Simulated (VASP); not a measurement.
Input of a VASP 6.6.1 run:

The input INCAR:

```
  PREC = Accurate
  ENCUT = 520
  EDIFF = 1E-7
  ISMEAR = 1
  SIGMA = 0.1
  LREAL = F
  LASPH = T
  NELM = 150
  ALGO = Normal
  ISIF = 2
  LWAVE = F
  LCHARG = F
  LNONCOLLINEAR = T
  MAGMOM = 0 0 0
  LORBIT = 11
  LSORBIT = T
  GGA_COMPAT = F
  LORBMOM = T
  LMAXMIX = 4
  GGA = PS
  IVDW = 13
  NBANDS = 22
```

KPOINTS

```
Automatic mesh
0
Gamma
  8 8 8
```

POSCAR

```
Ag
1.0
    0.0000000000      2.0427500000      2.0427500000
    2.0427500000      0.0000000000      2.0427500000
    2.0427500000      2.0427500000      0.0000000000
Ag
1
Direct
    0.0000000000      0.0000000000      0.0000000000
```

Potentials or basis: VASP PAW PBE potentials, release 64 (Ag).

Command:

```sh
$ cat potpaw_PBE.64/Ag/POTCAR > POTCAR
$ mpirun -np 1 vasp_ncl > vasp.out
```

Q: Predict the net moment.

A: 0.00 μB per cell.

Q: Estimate the pressure.

A: -5.2 GPa.

Moments on the atoms (μB; x, y, z):
```
Ag  0.00 0.00 0.00
```

Caveat: the PAW data sets were made with another functional, which shifts forces and pressure a little.
